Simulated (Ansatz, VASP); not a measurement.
Two plane-wave programs on NaI

INCAR

```
ALGO = Normal
EDIFF = 1E-6
ENCUT = 520
GGA = PE
ISIF = 2
ISMEAR = 0
LASPH = True
LCHARG = False
LREAL = False
LWAVE = False
NBANDS = 14
NELM = 80
PREC = Accurate
SIGMA = 0.01
```

The input KPOINTS:

```
k-points
0
Gamma
  6 6 6
```

File POSCAR:

```
NaI
1.0
    0.0000000000      3.2311237421      3.2311237421
    3.2311237421      0.0000000000      3.2311237421
    3.2311237421      3.2311237421      0.0000000000
Na I
1 1
Direct
    0.0000000000      0.0000000000      0.0000000000
    0.5000000000      0.5000000000      0.5000000000
```

Input for Ansatz:

```yaml
crystal:
  lattice:
    - [0.0, 3.2311237421, 3.2311237421]
    - [3.2311237421, 0.0, 3.2311237421]
    - [3.2311237421, 3.2311237421, 0.0]
  atoms:
    - { symbol: Na, position: [0.0, 0.0, 0.0] }
    - { symbol: I, position: [0.5, 0.5, 0.5] }
kpoints:
  mp_grid: { grid: [6, 6, 6] }
hamiltonian:
  xc: pbe
scf:
  occupations: { method: fixed }
  n_extra_bands: 4
output:
  forces: true
  stress: true
  eigenvalues: true
```

Alike in both runs: task single point; functional PBE; k mesh 6 × 6 × 6; no spin polarisation.

|  | VASP | Ansatz |
| --- | --- | --- |
| version | VASP 6.6.1 | Ansatz 0.2.0 |
| potentials or method | VASP PAW PBE potentials, release 64 (Na_pv, I) | plane waves, PAW |
| plane-wave cutoff (eV) | 520 | 420 |
| occupations | gaussian, width 0.01 eV | fixed |
| valence electrons in the cell | 14 | 26 |

Ansatz gave:

| Property | Result |
| --- | --- |
| gap on the k mesh at the Fermi level (eV) | 3.66 |
| pressure (GPa) | 0.5 |

Task: Estimate VASP's values.

Result: gap on the k mesh at the Fermi level (eV): 3.65; pressure (GPa): 0.5.

VASP's potentials hold 14 valence electrons a cell and Ansatz's 26, so a difference there can come from the potentials and not from the codes.

Neither program's run includes spin-orbit coupling.
